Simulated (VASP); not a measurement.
Wanted: the native input for a VASP 6.6.1 run.

```yaml
Task: relaxation of cell and atoms
Functional: PBE
Potentials_or_basis: VASP PAW PBE potentials, release 64 (Zr_sv, Pb_d, O)
Cutoff: 600 eV
k_mesh: 6 × 6 × 2
Occupations: gaussian, width 0.1 eV
Spin: no spin polarisation
Dipole_correction: no
Further_INCAR_settings: ALGO = Normal; EDIFF = 1e-07; IBRION = 2; EDIFFG = -0.04; NSW = 90; ISIF = 3
```

The structure of ZrPb2O3 lies in POSCAR:

```
ZrPb2O3
1.0
    4.0112394400      0.0000000000      0.0000000000
   -2.0056197200      3.4738352500      0.0000000000
    0.0000000000      0.0000000000      8.3318198100
Zr Pb O
1 2 3
Direct
    0.0000000000      0.0000000000      0.0000000000
    0.0000000000      0.0000000000      0.2927373900
    0.0000000000      0.0000000000      0.7072626100
    0.5000000000      0.0000000000      0.5000000000
    0.0000000000      0.5000000000      0.5000000000
    0.5000000000      0.5000000000      0.5000000000
```

The cell was built from a structure type or drawn by symmetry, and may not be a known phase.

One way to write it, as run:

INCAR

```
SYSTEM = ZrPb2O3
  ALGO = Normal
  EDIFF = 1E-7
  EDIFFG = -0.04
  ENCUT = 600
  GGA = PE
  IBRION = 2
  ISIF = 3
  ISMEAR = 0
  LASPH = .TRUE.
  LCHARG = .FALSE.
  LREAL = .FALSE.
  LWAVE = .FALSE.
  NELM = 100
  NSW = 90
  PREC = Accurate
  SIGMA = 0.1
```

KPOINTS

```
k-points
0
G
  6 6 2
  0 0 0
```

Potentials or basis: VASP PAW PBE potentials, release 64 (Zr_sv, Pb_d, O).

Launch:

```sh
$ cat potpaw_PBE.64/Zr_sv/POTCAR potpaw_PBE.64/Pb_d/POTCAR potpaw_PBE.64/O/POTCAR > POTCAR
$ mpirun -np 1 vasp_std > vasp.out
```

It gave:

```yaml
Relaxed_volume: 21.71 Å³/atom
Relaxed_cell: a = 4.062 Å, b = 4.062 Å, c = 9.113 Å, α = 90.00°, β = 90.00°, γ = 120.00°
Space_group_after_relaxing_to_0.1_Å: P6/mmm (No. 191)
Energy_gained_by_relaxing: 398.4 meV/atom
Ionic_steps: 10
Pressure_after_relaxing: 0.0 GPa
Largest_force_after_relaxing: 0.013 eV/Å
Band_gap_on_the_k_mesh: zero (bands 29 and 30 overlap by 1.35 eV)
```

Caveat: the k points lie up to 0.34 Å⁻¹ apart in the final cell, too coarse for converged energies and pressures of a metal; spin-orbit coupling is left out, which moves the levels of the heavy elements.

Wall time 17 min on 1 thread of Intel Xeon 8259CL, on a shared host, peak memory 0.3 GiB.
